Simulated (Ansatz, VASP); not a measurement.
Two plane-wave programs on GdN

```
Gd N
1.0
     0.00000    2.49950    2.49950
     2.49950    0.00000    2.49950
     2.49950    2.49950    0.00000
Gd N
1 1
Cartesian
  2.4995 2.4995 2.4995
  0.0000 0.0000 0.0000
```

Alike in both runs: task single point; functional PBE; k mesh 8 × 8 × 8; occupations gaussian, width 0.05 eV; collinear spin; Hubbard terms Gd f U = 6.0 eV.

|  | VASP | Ansatz |
| --- | --- | --- |
| version | VASP 6.6.1 | Ansatz 0.2.0 |
| potentials or method | VASP PAW PBE potentials, release 64 (Gd, N), cutoff 520 eV | scalar-relativistic, plane waves, PAW |
| valence electrons in the cell | 23 | 23 |

Ansatz gave:

* gap on the k mesh at the Fermi level (eV): none
* pressure (GPa): 0.3
* net moment per atom (μB): 3.50
* size of the moment on the site where the two differ most (μB): 6.94

**Question.** Which values does VASP return?

**Answer.** gap on the k mesh at the Fermi level (eV): none; pressure (GPa): 0.8; net moment per atom (μB): 3.50; size of the moment on the site where the two differ most (μB): 6.87.

Site moments also hang on the region over which each program counts them. The programs project onto different local orbitals, so the same U acts differently, and such runs can settle in different states. A gap of «none» marks a metal or a gap that the smearing closes. Ansatz's warnings: filled band counts differ across k points.

Neither program's run includes spin-orbit coupling.
